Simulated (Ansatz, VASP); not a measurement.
**HfN in VASP and in Ansatz**

INCAR

```
SYSTEM = HfN
  PREC = Accurate
  ENCUT = 520
  EDIFF = 1E-6
  ISMEAR = 0
  SIGMA = 0.15
  LREAL = .FALSE.
  LASPH = .TRUE.
  NELM = 100
  ALGO = Normal
  ISIF = 2
  LWAVE = .FALSE.
  LCHARG = .FALSE.
  GGA = PE
  NBANDS = 14
```

Contents of KPOINTS:

```
regular mesh
0
G
  18 18 18
  0 0 0
```

File POSCAR:

```
HfN
1.0
    0.0000000000      2.1912300000      2.1912300000
    2.2590000000     -0.0677700000      2.2590000000
    2.2590000000      2.2590000000     -0.0677700000
Hf N
1 1
Direct
    0.0000000000      0.0000000000      0.0000000000
    0.5000000000      0.5000000000      0.5000000000
```

Input for Ansatz:

```yaml
crystal:
  lattice:
    - [0.0, 2.19123, 2.19123]
    - [2.259, -0.06777, 2.259]
    - [2.259, 2.259, -0.06777]
  atoms:
    - { symbol: Hf, position: [0.0, 0.0, 0.0] }
    - { symbol: "N", position: [0.5, 0.5, 0.5] }
basis:
  ecutwfc: 420
kpoints:
  mp_grid: { grid: [18, 18, 18] }
hamiltonian:
  xc: pbe
scf:
  occupations: { method: gaussian, width: 0.15 }
output:
  forces: true
  stress: true
  eigenvalues: true
  write_density: true
  write_potential: true
  elf: true
  volumetric_format: npy
```

Change from the starting cell: strain -0.0600 x Voigt [0, 0, 0, 1, 0, 0], atoms carried along.

Alike in both runs: task single point; functional PBE; k mesh 18 × 18 × 18; occupations gaussian, width 0.15 eV; no spin polarisation.

|  | VASP | Ansatz |
| --- | --- | --- |
| version | VASP 6.6.1 | Ansatz 0.2.0 |
| potentials or method | VASP PAW PBE potentials, release 64 (Hf_pv, N), cutoff 520 eV | scalar-relativistic, plane waves, PAW |
| valence electrons in the cell | 15 | 31 |

|  | VASP | Ansatz | Ansatz less VASP |
| --- | --- | --- | --- |
| gap on the k mesh at the Fermi level (eV) | none | none | - |
| pressure (GPa) | 3.4 | 5.8 | +2.40 |
| traceless stress, the component that is largest in VASP (GPa) | 7.49 | 7.35 | -0.138 |

A gap of «none» marks a metal or a gap that the smearing closes. With one functional, cell and mesh, what is left measures potentials, basis and numerics. VASP's potentials hold 15 valence electrons a cell and Ansatz's 31, so a difference there can come from the potentials and not from the codes.

Spin-orbit coupling is off throughout.
